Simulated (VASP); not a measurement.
# TiC (NiAs type) (P6_3/mmc) in VASP: relaxation of cell and atoms with PBE

Aim: the relaxation of cell and atoms of TiC (NiAs type) with PBE.

Program: VASP 6.6.1. These are calculated values, not measurements. Logs are shortened: lines on timing, memory, paths and dates and some standing lists are left out, and cuts for length are marked.

## Step 1: The cell of the first run

It takes space group P6_3/mmc (No. 194, hexagonal). The conventional cell has a = 2.870 Å, b = 2.870 Å, c = 4.448 Å, α = 90.00°, β = 90.00°, γ = 120.00°. Within 2.6 Å of Ti (site symmetry -3m) lie 6 C at 2.00 Å and 2 Ti at 2.22 Å. Within 2.6 Å of C (site symmetry -6m2) lie 6 Ti at 2.00 Å.

## Step 2: Relaxation of cell and atoms, PBE, target pressure 100 GPa, at which the enthalpy is minimised

INCAR

```
SYSTEM = TiC
ALGO = Normal
EDIFF = 1E-7
EDIFFG = -0.005
ENCUT = 600
GGA = PE
IBRION = 2
ISIF = 3
ISMEAR = -1
LASPH = .True.
LCHARG = .False.
LREAL = .False.
LWAVE = .False.
NELM = 60
NSW = 60
PREC = Accurate
PSTRESS = 1000.0
SIGMA = 0.05
```

KPOINTS

```
k-points
0
Gamma
  11 11 7
  0 0 0
```

POSCAR

```
TiC
1.0
    2.8696348973      0.0000000000      0.0000000000
   -1.4348174487      2.4851767207      0.0000000000
    0.0000000000      0.0000000000      4.4479340909
Ti C
2 2
Direct
    0.0000000000      0.0000000000      0.0000000000
    0.0000000000      0.0000000000      0.5000000000
    0.3333333333      0.6666666667      0.2500000000
    0.6666666667      0.3333333333      0.7500000000
```

Potentials or basis: VASP PAW PBE potentials, release 64 (Ti_sv, C).

Started as:

```
$ cat potpaw_PBE.64/Ti_sv/POTCAR potpaw_PBE.64/C/POTCAR > POTCAR
$ mpirun -np 1 vasp_std > vasp.out
```

OUTCAR:

```text
SYSTEM = TiC
   EDIFF = 1E-7
   EDIFFG = -0.005
   ENCUT = 600
   GGA = PE
   IBRION = 2
   ISIF = 3
   ISMEAR = -1
   LASPH = .True.
   LREAL = .False.
   NELM = 60
   NSW = 60
   PREC = Accurate
   PSTRESS = 1000.0

 ion  position               nearest neighbor table
   1  0.000  0.000  0.000-   3 2.00   4 2.00   4 2.00   3 2.00   4 2.00   3 2.00   2 2.22   2 2.22

   2  0.000  0.000  0.500-   3 2.00   4 2.00   4 2.00   3 2.00   4 2.00   3 2.00   1 2.22   1 2.22

   3  0.333  0.667  0.250-   1 2.00   2 2.00   1 2.00   2 2.00   1 2.00   2 2.00
   4  0.667  0.333  0.750-   1 2.00   2 2.00   1 2.00   2 2.00   1 2.00   2 2.00

  LATTYP: Found a hexagonal cell.
 ALAT       =     2.8696348973
 C/A-ratio  =     1.5500000000

  Lattice vectors:

 A1 = (   2.8696348973,   0.0000000000,   0.0000000000)
 A2 = (  -1.4348174487,   2.4851767207,   0.0000000000)
 A3 = (   0.0000000000,   0.0000000000,   4.4479340909)

Analysis of symmetry for initial positions (statically):
=====================================================================
 Subroutine PRICEL returns:
 Original cell was already a primitive cell.

 Routine SETGRP: Setting up the symmetry group for a
 hexagonal supercell.

 Subroutine GETGRP returns: Found 24 space group operations
 (whereof 12 operations were pure point group operations)
 out of a pool of 24 trial point group operations.

The static configuration has the point symmetry D_3d.
 The point group associated with its full space group is D_6h.

Analysis of symmetry for dynamics (positions and initial velocities):
=====================================================================
 Subroutine PRICEL returns:
 Original cell was already a primitive cell.

 Routine SETGRP: Setting up the symmetry group for a
 hexagonal supercell.

 Subroutine GETGRP returns: Found 24 space group operations
 (whereof 12 operations were pure point group operations)
 out of a pool of 24 trial point group operations.

The dynamic configuration has the point symmetry D_3d.
 The point group associated with its full space group is D_6h.

 Subroutine INISYM returns: Found 24 space group operations
 (whereof 12 operations are pure point group operations),
 and found     1 'primitive' translations

----------------------------------------------------------------------------------------

                                     Primitive cell

  volume of cell :      31.7207

[... 105 lines left out ...]
   EMIN   =  10.00;   EMAX   =-10.00  energy-range for DOS
   EFERMI =   0.00;   METHOD = LEGACY
   ISMEAR =    -1;   SIGMA  =   0.05  broadening in eV -4-tet -1-fermi 0-gaus
   EFERMI_NEDOS =   21; number of points for ismear=-14 and -15
   IALGO  =     38    algorithm
   IMIX   =      4    mixing-type and parameters
     AMIX     =   0.40;   BMIX     =  1.00
     AMIX_MAG =   1.60;   BMIX_MAG =  1.00
  volume/ion in A,a.u.               =       7.93        53.52
  Fermi-wavevector in a.u.,A,eV,Ry     =   1.641890  3.102722 36.678625  2.695803
  Thomas-Fermi vector in A             =   2.732285
   LORBIT       =      0    0 simple, 1 ext, 2 COOP (PROOUT), +10 PAW based schemes
   GGA     = PE    functional components
   LHFCALC =     F    Hartree Fock is set to
   AEXX    =    0.0000 exact exchange contribution
   IVDW    =     0    specifies the selected vdW correction
   LEPSILON=     F    determine dielectric tensor
   LRPA    =     F    only Hartree local field effects (RPA)
 conjugate gradient relaxation of ions
 non-spin polarized calculation
  energy-cutoff  :      600.00
  volume of cell :       31.72
 maximum number of plane-waves:      1085
 NGX is ok and might be reduce to    24
   NGX = 11   NGY = 11   NGZ = 17

--------------------------------------- Ionic step        1  -------------------------------------------

 number of electron      32.0000001 magnetization

 Free energy of the ion-electron system (eV)
  ---------------------------------------------------
  ext. energy  EPLUGINS =         0.00000000
  ---------------------------------------------------
  free energy    TOTEN  =       -30.89776065 eV

  energy without entropy =      -30.88337755  energy(sigma->0) =      -30.89056910

------------------------ aborting loop because EDIFF is reached ----------------------------------------

  FORCE on cell =-STRESS in cart. coord.  units (eV):
  Direction    XX          YY          ZZ          XY          YZ          ZX
  --------------------------------------------------------------------------------------
  -------------------------------------------------------------------------------------
  Total       18.8348844     18.8348844     40.9706122     -0.0000000      0.0000000     -0.0000000
  in kB      951.3301833    951.3301834   2069.3824917     -0.0000000      0.0000000     -0.0000000
  external PRESSURE =     324.0142862 kB  Pullay stress =    1000.0000000 kB
[... 27 lines left out ...]
--------------------------------------- Ionic step        2  -------------------------------------------

 number of electron      32.0000015 magnetization

 E-fermi :   9.9978     XC(G=0): -12.9002

 val. band max:        9.9304270029   @ k =   0.1818   0.0000   0.1429
 cond. band min:      10.0409545358   @ k =   0.0909  -0.0000   0.2857
 fundamental gap:      0.1105275328
 Fermi energy:         9.9978268422

 k-point     1 :       0.0000    0.0000    0.0000
  band No.  band energies     occupation
      1     -46.4881      2.00000
      2     -46.4137      2.00000
      3     -22.9784      2.00000
      4     -22.4678      2.00000
      5     -22.4678      2.00000
      6     -22.4115      2.00000
[... 618 lines left out ...]
  energy  without entropy=      -34.0962501045  energy(sigma->0) =      -34.09995246

  enthalpy is  TOTEN    =       -12.2122088676 eV   P V=       21.8914459444

[... ionic steps 4 to 7 ...]

--------------------------------------- Ionic step        8  -------------------------------------------

 number of electron      31.9999991 magnetization

------------------------ aborting loop because EDIFF is reached ----------------------------------------
[... 75 lines left out ...]
--------------------------------------- Ionic step       10  -------------------------------------------

 number of electron      31.9999992 magnetization

 Free energy of the ion-electron system (eV)
  ---------------------------------------------------
  ext. energy  EPLUGINS =         0.00000000
  ---------------------------------------------------
  free energy    TOTEN  =       -33.14708335 eV

  energy without entropy =      -33.14006496  energy(sigma->0) =      -33.14357416

 E-fermi :  11.8013     XC(G=0): -13.7402

 val. band max:       11.7807293953   @ k =   0.1818   0.0000   0.1429
 cond. band min:      11.8036022892   @ k =   0.0909   0.0909   0.0000
 fundamental gap:      0.0228728939
 Fermi energy:        11.8012802306

 k-point     1 :       0.0000    0.0000    0.0000
  band No.  band energies     occupation
      1     -44.1253      2.00000
      2     -43.8950      2.00000
      3     -21.1659      2.00000
      4     -19.9797      2.00000
      5     -19.9797      2.00000
      6     -19.8189      2.00000
[... 578 lines left out ...]
  energy  without entropy=      -33.1400649622  energy(sigma->0) =      -33.14357416

  enthalpy is  TOTEN    =       -12.4680852406 eV   P V=       20.6789981082

 reached required accuracy - stopping structural energy minimisation
```

CONTCAR:

```text
TiC
   1.00000000000000
     2.7588508064549555   -0.0000000000229719   -0.0000000000000000
    -1.3794254032954418    2.3892348837437742    0.0000000000000000
     0.0000000000000000    0.0000000000000000    5.0263533224433417
  Ti              C
     2     2
Direct
     0.0000000000000000    0.0000000000000000    0.0000000000000000
     0.0000000000000000    0.0000000000000000    0.5000000000000000
     0.3333333332999970    0.6666666667000030    0.2500000000000000
     0.6666666667000030    0.3333333332999970    0.7500000000000000

  0.00000000E+00  0.00000000E+00  0.00000000E+00
  0.00000000E+00  0.00000000E+00  0.00000000E+00
  0.00000000E+00  0.00000000E+00  0.00000000E+00
  0.00000000E+00  0.00000000E+00  0.00000000E+00
```

It took 2.2 min on 1 thread of Intel Xeon 6975P-C (Granite Rapids), shared host; peak memory 0.19 GiB.

What came out:

```
Free energy                                                : -33.1471 eV
Relaxed volume                                             : 8.28 Å³/atom
Relaxed cell                                               : a = 2.759 Å, b = 2.759 Å, c = 5.026 Å, α = 90.00°, β = 90.00°, γ = 120.00°
Space group after relaxing (to 0.1 Å)                      : P6_3/mmc (No. 194)
Energy change on relaxing (the run minimises the enthalpy) : -562.3 meV/atom
Ionic steps                                                : 10
Pressure after relaxing                                    : 99.9 GPa
Band gap on the k mesh                                     : zero (bands 16 and 17 overlap by 1.80 eV)
```

The path:
```csv
step,energy change (eV),largest force (eV/Å),pressure (GPa),volume (Å³)
1,0.0000,0.0000,132.40,31.72
2,-4.0111,0.0000,25.22,38.90
3,-3.2059,0.0000,72.11,35.07
4,-3.0509,0.0000,76.11,34.81
5,-0.2317,0.0000,142.59,30.77
6,-2.3065,0.0000,98.44,33.22
7,-2.2596,0.0000,99.62,33.15
8,-2.2387,0.0000,100.11,33.11
9,-2.2521,0.0000,99.89,33.14
10,-2.2493,0.0000,99.91,33.13
```

Final structure:
```cif
data_structure
_symmetry_space_group_name_H-M 'P 1'
_symmetry_Int_Tables_number 1
_cell_length_a 2.7589
_cell_length_b 2.7589
_cell_length_c 5.0264
_cell_angle_alpha 90.000
_cell_angle_beta 90.000
_cell_angle_gamma 120.000
_cell_volume 33.13
loop_
_atom_site_label
_atom_site_type_symbol
_atom_site_fract_x
_atom_site_fract_y
_atom_site_fract_z
_atom_site_occupancy
Ti1 Ti 0.00000 0.00000 0.00000 1
Ti2 Ti 0.00000 0.00000 0.50000 1
C1 C 0.33333 0.66667 0.25000 1
C2 C 0.66667 0.33333 0.75000 1
```

Levels at points of the mesh, in eV from the Fermi level:
```tsv
k point	band 14	band 15	band 16	band 17	band 18	band 19
(0.00, 0.00, 0.00)	-1.60	1.48	1.48	1.55	1.63	1.63
```

Caveat: the cell is relaxed towards a set pressure, so the run minimises the enthalpy, not the energy.
